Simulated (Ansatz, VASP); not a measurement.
# One calculation of ZnSe, two programs

```
Zn Se
1.0
     0.00000    2.83380    2.83380
     2.83380    0.00000    2.83380
     2.83380    2.83380    0.00000
Zn Se
1 1
Direct
  0.00000 0.00000 0.00000
  0.25000 0.25000 0.25000
```

Alike in both runs: task relaxation of cell and atoms; functional PBE; k mesh 8 × 8 × 8; occupations fermi-dirac, width 0.02 eV; no spin polarisation.

|  | VASP | Ansatz |
| --- | --- | --- |
| version | VASP 6.6.1 | Ansatz 0.2.0 |
| potentials or method | VASP PAW PBE potentials, release 64 (Zn, Se), cutoff 600 eV | PAW plane waves |
| valence electrons in the cell | 18 | 28 |

|  | VASP | Ansatz | Ansatz less VASP |
| --- | --- | --- | --- |
| gap on the k mesh at the Fermi level, each at its own relaxed structure (eV) | 1.14 | 1.15 | +0.010 |
| relaxed volume (Å³/atom) | 23.63 | 23.54 | -0.086 |
| relaxed cell length with the largest relative difference (Å) | 4.058 | 4.053 | -0.0049 |

VASP's potentials hold 18 valence electrons a cell and Ansatz's 28, so a difference there can come from the potentials and not from the codes.
